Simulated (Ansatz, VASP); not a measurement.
## SnO2: VASP beside Ansatz

Contents of POSCAR:

```
SnO2
1.0
    4.7373500000      0.0000000000      0.0000000000
    0.0000000000      4.7373500000      0.0000000000
    0.0000000000      0.0000000000      3.1864000000
Sn O
2 4
Direct
   -0.0223893141     -0.0223893141      0.0000000000
    0.5000000000      0.5000000000      0.5000000000
    0.3056200000      0.3056200000      0.0000000000
    0.1943800000      0.8056200000      0.5000000000
    0.6943800000      0.6943800000      0.0000000000
    0.8056200000      0.1943800000      0.5000000000
```

INCAR.step1

```
SYSTEM = SnO2
ALGO = Normal ; EDIFF = 1E-4
ENCUT = 520 ; GGA = PE
ISMEAR = 0 ; LASPH = .TRUE.
LCHARG = .FALSE. ; LREAL = .FALSE.
LWAVE = .TRUE. ; NBANDS = 35
NELM = 100 ; PREC = Accurate
SIGMA = 0.05
```

Contents of INCAR.step2:

```
SYSTEM = SnO2
ALGO = Normal ; EDIFF = 1E-6
ENCUT = 520 ; ISIF = 2
ISMEAR = 0 ; ISTART = 1
LASPH = .TRUE. ; LCHARG = .TRUE.
LELF = .TRUE. ; LMIXTAU = .TRUE.
LREAL = .FALSE. ; LVHAR = .TRUE.
LWAVE = .FALSE. ; METAGGA = R2SCAN
NBANDS = 35 ; NELM = 100
PREC = Accurate ; SIGMA = 0.05
```

KPOINTS

```
k-points
0
G
  6 6 8
  0 0 0
```

Input for Ansatz:

```yaml
crystal:
  lattice:
    - [4.73735, 0.0, 0.0]
    - [0.0, 4.73735, 0.0]
    - [0.0, 0.0, 3.1864]
  atoms:
    - { symbol: Sn, position: [-0.0223893141, -0.0223893141, 0.0] }
    - { symbol: Sn, position: [0.5, 0.5, 0.5] }
    - { symbol: O, position: [0.30562, 0.30562, 0.0] }
    - { symbol: O, position: [0.19438, 0.80562, 0.5] }
    - { symbol: O, position: [0.69438, 0.69438, 0.0] }
    - { symbol: O, position: [0.80562, 0.19438, 0.5] }
basis:
  ecutwfc: 500
kpoints:
  mp_grid: { grid: [6, 6, 8] }
hamiltonian:
  xc: r2scan
scf:
  occupations: { method: gaussian, width: 0.05 }
output:
  forces: true
  stress: true
  eigenvalues: true
```

Alike in both runs: task single point; functional r2SCAN; k mesh 6 × 6 × 8; occupations gaussian, width 0.05 eV; no spin polarisation.

```csv
,VASP,Ansatz
version,VASP 6.6.1,Ansatz 0.2.0
potentials or method,"VASP PAW PBE potentials, release 64 (Sn_d, O), cutoff 520 eV","scalar-relativistic, plane waves, PAW"
valence electrons in the cell,52,52
```

|  | VASP | Ansatz | Ansatz less VASP |
| --- | --- | --- | --- |
| gap on the k mesh at the Fermi level (eV) | 1.80 | 1.77 | -0.024 |
| least direct gap on the mesh (eV) | 1.80 | 1.77 | -0.024 |
| pressure (GPa) | 6.1 | 4.9 | -1.18 |
| traceless stress, the component that is largest in VASP (GPa) | 3.76 | 3.72 | -0.043 |
| rms of the force components (eV/Å) | 1.180 | 1.154 | -0.0258 |

VASP's potentials were made for PBE, not for r2SCAN. Atom by atom the forces differ by 0.033 eV/Å (rms over components).
